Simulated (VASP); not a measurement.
Input of a VASP 6.6.1 run:

INCAR

```
  PREC = Accurate
  ENCUT = 820
  EDIFF = 1E-6
  ISMEAR = -1
  SIGMA = 0.05
  LREAL = False
  LASPH = True
  NELM = 120
  ALGO = Normal
  ISIF = 2
  LWAVE = False
  LCHARG = False
  GGA = PE
  IVDW = 12
  NBANDS = 33
  GGA_COMPAT = False
```

The input KPOINTS:

```
regular mesh
0
Gamma
  10 10 5
```

The input POSCAR:

```
CuO
1.0
    2.2940437287     -1.6763657078      0.0000000000
    2.2940437287      1.6763657078      0.0000000000
   -0.8326750593      0.0000000000      4.9546185987
Cu O
2 2
Direct
    0.5000000000      0.0000000000      0.5000000000
    0.0000000000      0.5000000000      0.0000000000
    0.4184000000      0.5816000000      0.7500000000
    0.5816000000      0.4184000000      0.2500000000
```

Potentials or basis: VASP PAW PBE potentials, release 64 (Cu_sv_GW, O).

The run is started by

```sh
$ cat potpaw_PBE.64/Cu_sv_GW/POTCAR potpaw_PBE.64/O/POTCAR > POTCAR
$ mpirun -np 1 vasp_std > vasp.out
```

**Question.** What does it give for the pressure?

**Answer.** 13.1 GPa.

**Question.** Estimate the dispersion energy per atom.

**Answer.** -0.301 eV.

**Question.** What does it give for the largest force?

**Answer.** 0.040 eV/Å.

**Question.** Predict the band gap on the k mesh.

**Answer.** Zero (bands 25 and 26 overlap by 0.59 eV).

Forces on the atoms (eV/Å):
```
Cu   0.000  0.000  0.000
Cu   0.000  0.000  0.000
O    0.000 -0.040  0.000
O    0.000  0.040  0.000
```

Caveat: the cell stands under pressure; semilocal functionals often make such compounds metallic where correlation or magnetic order opens a gap, which also shifts bond lengths. With open d or f shells a metallic result of PBE can be an artefact of self-interaction; +U or a hybrid may open a gap.
